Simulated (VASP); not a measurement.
# ZrB2 (P6/mmm) in VASP: settings compared, part 2 of 2

VASP 6.6.1.

## (3) Single point, PBE-based screened hybrid

Contents of POSCAR:

```
ZrB2
1.0
    3.1700000000      0.0000000000      0.0000000000
   -1.5850000000      2.7453005300      0.0000000000
    0.0000000000      0.0000000000      3.5330000000
Zr B
1 2
Direct
    0.0000000000      0.0000000000      0.0000000000
    0.6666666667      0.3333333333      0.5000000000
    0.3333333333      0.6666666667      0.5000000000
```

Contents of INCAR.step1:

```
SYSTEM = ZrB2
PREC     = Accurate       ! precision mode
ENCUT    = 520            ! plane-wave cutoff, eV
EDIFF    = 1E-5           ! SCF threshold, eV
ISMEAR   = -1             ! smearing method
SIGMA    = 0.05           ! smearing width, eV
LREAL    = .FALSE.        ! projectors in reciprocal space
LASPH    = .TRUE.         ! aspherical terms in the spheres
NELM     = 100            ! most SCF steps
ALGO     = Normal         ! electronic algorithm
ISIF     = 2              ! what is computed and relaxed
LWAVE    = .TRUE.         ! write WAVECAR
LCHARG   = .FALSE.        ! write CHGCAR
NBANDS   = 16             ! bands
GGA      = PE             ! functional
```

Contents of INCAR.step2:

```
SYSTEM = ZrB2
PREC     = Accurate       ! precision mode
ENCUT    = 520            ! plane-wave cutoff, eV
EDIFF    = 1E-6           ! SCF threshold, eV
ISMEAR   = -1             ! smearing method
SIGMA    = 0.05           ! smearing width, eV
LREAL    = .FALSE.        ! projectors in reciprocal space
LASPH    = .TRUE.         ! aspherical terms in the spheres
NELM     = 100            ! most SCF steps
ALGO     = Normal         ! electronic algorithm
ISIF     = 2              ! what is computed and relaxed
LWAVE    = .FALSE.        ! write WAVECAR
LCHARG   = .FALSE.        ! write CHGCAR
GGA      = PE             ! functional
LHFCALC  = .TRUE.         ! exact exchange
AEXX     = 0.35           ! exact-exchange fraction
HFSCREEN = 0.2078699      ! screening, 1/A
PRECFOCK = Normal       
NBANDS   = 16             ! bands
ISTART   = 1
```

Contents of KPOINTS:

```
Automatic mesh
0
G
  6 6 4
  0 0 0
```

Potentials or basis: VASP PAW PBE potentials, release 64 (Zr_sv, B).

Launch:

```console
$ cat potpaw_PBE.64/Zr_sv/POTCAR potpaw_PBE.64/B/POTCAR > POTCAR
$ cp INCAR.step1 INCAR
$ mpirun -np 1 vasp_std > vasp.out
$ cp INCAR.step2 INCAR
$ mpirun -np 1 vasp_std > vasp.out
```

OUTCAR:

```text
SYSTEM = ZrB2
   PREC = Accurate
   ENCUT = 520
   EDIFF = 1E-6
   ISMEAR = -1
   LREAL = .FALSE.
   LASPH = .TRUE.
   NELM = 100
   ISIF = 2
   GGA = PE
   LHFCALC = .TRUE.
   AEXX = 0.35
   HFSCREEN = 0.2078699
   PRECFOCK = Normal
   ISTART = 1

 ion  position               nearest neighbor table
   1  0.000  0.000  0.000-   2 2.54   3 2.54   2 2.54   3 2.54   2 2.54   2 2.54   3 2.54   3 2.54
                             2 2.54   2 2.54   3 2.54   3 2.54
   2  0.667  0.333  0.500-   3 1.83   3 1.83   3 1.83   1 2.54   1 2.54   1 2.54   1 2.54   1 2.54
                             1 2.54
   3  0.333  0.667  0.500-   2 1.83   2 1.83   2 1.83   1 2.54   1 2.54   1 2.54   1 2.54   1 2.54
                             1 2.54

  LATTYP: Found a hexagonal cell.
 ALAT       =     3.1700000000
 C/A-ratio  =     1.1145110410

  Lattice vectors:

 A1 = (   3.1700000000,   0.0000000000,   0.0000000000)
 A2 = (  -1.5850000000,   2.7453005300,   0.0000000000)
 A3 = (   0.0000000000,   0.0000000000,   3.5330000000)

Analysis of symmetry for initial positions (statically):
=====================================================================
 Subroutine PRICEL returns:
 Original cell was already a primitive cell.

 Routine SETGRP: Setting up the symmetry group for a
 hexagonal supercell.

 Subroutine GETGRP returns: Found 24 space group operations
 (whereof 24 operations were pure point group operations)
 out of a pool of 24 trial point group operations.

The static configuration has the point symmetry D_6h.

Analysis of symmetry for dynamics (positions and initial velocities):
=====================================================================
 Subroutine PRICEL returns:
 Original cell was already a primitive cell.

 Routine SETGRP: Setting up the symmetry group for a
 hexagonal supercell.

 Subroutine GETGRP returns: Found 24 space group operations
[... 127 lines left out ...]
   LHFCALC =     T    Hartree Fock is set to
   PRECFOCK=normal    Normal, Fast or Accurate (Low or Medium for compatibility)
   ENCUT4O =  -1.0   cutoff for four orbital integrals eV
   NKREDX  =     1    reduce k-point grid by
   NKREDY  =     1    reduce k-point grid by
   NKREDZ  =     1    reduce k-point grid by
   AEXX    =    0.3500 exact exchange contribution
   HFSCREEN=    0.2079 screening length (either q_TF or 0.3 A-1)
   HFSCREENC=   0.2079 screening length for correlation (either q_TF or 0.3 A-1)
   ENCUTFOCK=  -1.0 apply spherical cutoff to Coloumb kernel
   IVDW    =     0    specifies the selected vdW correction
   LEPSILON=     F    determine dielectric tensor
   LRPA    =     F    only Hartree local field effects (RPA)
 non-spin polarized calculation
  energy-cutoff  :      520.00
  volume of cell :       30.75
 maximum number of plane-waves:       840
 NGX is ok and might be reduce to    24
  NGX = 18; NGY = 18; NGZ = 20

 number of electron      18.0000000 magnetization

 Free energy of the ion-electron system (eV)
  ---------------------------------------------------
  ext. energy  EPLUGINS =         0.00000000
  ---------------------------------------------------
  free energy    TOTEN  =       -29.14714509 eV

  energy without entropy =      -29.14245063  energy(sigma->0) =      -29.14479786

 E-fermi :  10.3215     XC(G=0):  -9.2601

 val. band max:        9.8325947917   @ k =   0.3333   0.1667   0.0000
 cond. band min:      10.3764099594   @ k =   0.3333   0.1667   0.0000
 fundamental gap:      0.5438151677
 Fermi energy:        10.3214996147

 k-point     1 :       0.0000    0.0000    0.0000
  band No.  band energies     occupation
      1     -43.1988      2.00000
      2     -19.4854      2.00000
      3     -18.8440      2.00000
      4     -18.8440      2.00000
      5      -4.7482      2.00000
      6       7.2223      2.00000
[... 376 lines left out ...]
      3     -19.5526      2.00000
      4     -19.5526      2.00000
      5      -0.0386      2.00000
      6      -0.0386      2.00000
[... 8 lines left out ...]
     15      18.3174      0.00000
     16      21.2992      0.00000

------------------------ aborting loop because EDIFF is reached ----------------------------------------

  FORCE on cell =-STRESS in cart. coord.  units (eV):
  Direction    XX          YY          ZZ          XY          YZ          ZX
  --------------------------------------------------------------------------------------
  -------------------------------------------------------------------------------------
  Total       -0.4598038     -0.4598038     -0.9149372      0.0000000      0.0000000      0.0000000
  in kB      -23.9601925    -23.9601925    -47.6770170      0.0000000      0.0000000      0.0000000
  external PRESSURE =     -31.8658006 kB  Pullay stress =       0.0000000 kB

 VOLUME and BASIS-vectors are now :
 -----------------------------------------------------------------------------
  energy-cutoff  :      520.00
  volume of cell :       30.75
      direct lattice vectors                 reciprocal lattice vectors
     3.170000000  0.000000000  0.000000000     0.315457413  0.182129422  0.000000000
    -1.585000000  2.745300530  0.000000000     0.000000000  0.364258845  0.000000000
     0.000000000  0.000000000  3.533000000     0.000000000  0.000000000  0.283045570

 POSITION                                       TOTAL-FORCE (eV/Angst)
 -----------------------------------------------------------------------------------
      0.00000      0.00000      0.00000        -0.000000      0.000000      0.000000
      1.58500      0.91510      1.76650         0.000000      0.000000      0.000000
     -0.00000      1.83020      1.76650         0.000000     -0.000000      0.000000
 -----------------------------------------------------------------------------------
    total drift:                               -0.000000      0.000000      0.000000

  FREE ENERGIE OF THE ION-ELECTRON SYSTEM (eV)
  ---------------------------------------------------
  free  energy   TOTEN  =       -29.1471450941 eV

  energy  without entropy=      -29.1424506300  energy(sigma->0) =      -29.14479786
```

OUTCAR.step1:

```text
SYSTEM = ZrB2
   PREC = Accurate
   ENCUT = 520
   EDIFF = 1E-5
   ISMEAR = -1
   LREAL = .FALSE.
   LASPH = .TRUE.
[... 621 lines left out ...]
      0.00000      0.00000      0.00000        -0.000000      0.000000      0.000000
      1.58500      0.91510      1.76650         0.000000      0.000000      0.000000
     -0.00000      1.83020      1.76650        -0.000000      0.000000      0.000000
 -----------------------------------------------------------------------------------
    total drift:                               -0.000000      0.000000      0.000000

  FREE ENERGIE OF THE ION-ELECTRON SYSTEM (eV)
  ---------------------------------------------------
  free  energy   TOTEN  =       -24.9324124894 eV

  energy  without entropy=      -24.9275020663  energy(sigma->0) =      -24.92995728
```

It took 22 min on 1 thread of AMD EPYC 7R13 (Zen 3), shared host; peak memory 0.23 GiB.

What came out:

```
Free energy            : -29.1471 eV
Pressure               : -3.2 GPa
Band gap on the k mesh : zero (band 9 reaches 11.29 eV, above the bottom of band 10 at 10.38 eV)
```

Caveat: the k points lie up to 0.44 Å⁻¹ apart; the PAW data sets were made with another functional, which shifts forces and pressure a little.
